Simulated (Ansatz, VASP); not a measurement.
# One calculation of TlCl, two programs

```
CELL_PARAMETERS angstrom
3.95647 0.00000 0.00000
0.00000 3.95647 0.00000
0.00000 0.00000 3.95647
ATOMIC_POSITIONS crystal
Tl 0.00000 0.00000 0.00000
Cl 0.50000 0.50000 0.50000
```

Alike in both runs: task single point; functional PBE; dispersion D3(BJ); k mesh 8 × 8 × 8; occupations gaussian, width 0.02 eV; no spin polarisation.

|  | VASP | Ansatz |
| --- | --- | --- |
| version | VASP 6.6.1 | Ansatz 0.2.0 |
| potentials or method | VASP PAW PBE potentials, release 64 (Tl_d, Cl), cutoff 500 eV | scalar-relativistic, plane waves, PAW |
| valence electrons in the cell | 20 | 20 |

VASP gave:

* gap on the k mesh at the Fermi level (eV): 2.30
* least direct gap on the mesh (eV): 2.30
* pressure (GPa): -1.7

Task: What did Ansatz give for the same quantities?

Result: gap on the k mesh at the Fermi level (eV): 2.29; least direct gap on the mesh (eV): 2.29; pressure (GPa): -1.6.

Neither program's run includes spin-orbit coupling.
